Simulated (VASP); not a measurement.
A run of VASP 6.6.1 is set up as follows.

The input INCAR:

```
PREC = Accurate
ENCUT = 690
EDIFF = 1E-6
ISMEAR = -1
SIGMA = 0.05
LREAL = F
LASPH = T
NELM = 200
ALGO = Normal
ISIF = 2
LWAVE = F
LCHARG = F
ISPIN = 2
MAGMOM = 0.4
LORBIT = 11
LMAXMIX = 4
LDAU = T
LDAUTYPE = 2
LDAUL = 2
LDAUU = 5.3
LDAUJ = 0
LDAUPRINT = 1
GGA = PE
NBANDS = 18
GGA_COMPAT = F
```

File KPOINTS:

```
Automatic mesh
0
Gamma
  12 12 12
```

The input POSCAR:

```
Fe
1.0
   -1.4304000000      1.4304000000      1.4304000000
    1.4304000000     -1.4304000000      1.4304000000
    1.4304000000      1.4304000000     -1.4304000000
Fe
1
Direct
    0.0000000000      0.0000000000      0.0000000000
```

Potentials or basis: VASP PAW PBE potentials, release 64 (Fe_sv).

Run with:

```sh
$ cat potpaw_PBE.64/Fe_sv/POTCAR > POTCAR
$ mpirun -np 1 vasp_std > vasp.out
```

Q: What does it give for the net moment?

A: 2.87 μB per cell.

Q: Estimate the pressure.

A: 19.7 GPa.

Eigenvalues of the final occupation matrices:
| site | spin | trace | eigenvalues |
| --- | --- | --- | --- |
| site 1 d | 1 | 4.35 | 0.86 0.86 0.86 0.88 0.88 |
| site 1 d | 2 | 1.19 | 0.15 0.15 0.29 0.29 0.29 |

Caveat: the cell stands under pressure; the U is typed as a test and isn't derived for this compound. The state reached can hang on the start; a lower one may exist.
